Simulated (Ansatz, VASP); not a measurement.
**Sr: VASP beside Ansatz**

```
CELL_PARAMETERS angstrom
4.32581 0.00000 0.00000
-2.16290 3.74626 0.00000
0.00000 0.00000 7.09078
ATOMIC_POSITIONS crystal
Sr 0.33333 0.66667 0.25000
Sr 0.66667 0.33333 0.75000
```

Change from the starting cell: volume scaled by 1.04, PAW files.

Alike in both runs: task electric field gradients; functional PBE; k mesh 11 × 11 × 6; occupations fermi-dirac, width 0.08 eV; no spin polarisation.

|  | VASP | Ansatz |
| --- | --- | --- |
| version | VASP 6.6.1 | Ansatz 0.2.0 |
| potentials or method | VASP PAW PBE potentials, release 64 (Sr_sv) | PAW with Ansatz's default frozen-core files, scalar-relativistic |
| plane-wave cutoff (eV) | 520 | 420 |
| valence electrons in the cell | 20 | 20 |

VASP gave:

```
pressure (GPa)                                       : -0.4
size of Vzz on the site where it differs most (V/Å²) : 3.9
```

Task: Which values does Ansatz return?

Result: Pressure (GPa): -0.4; size of Vzz on the site where it differs most (V/Å²): 4.0.
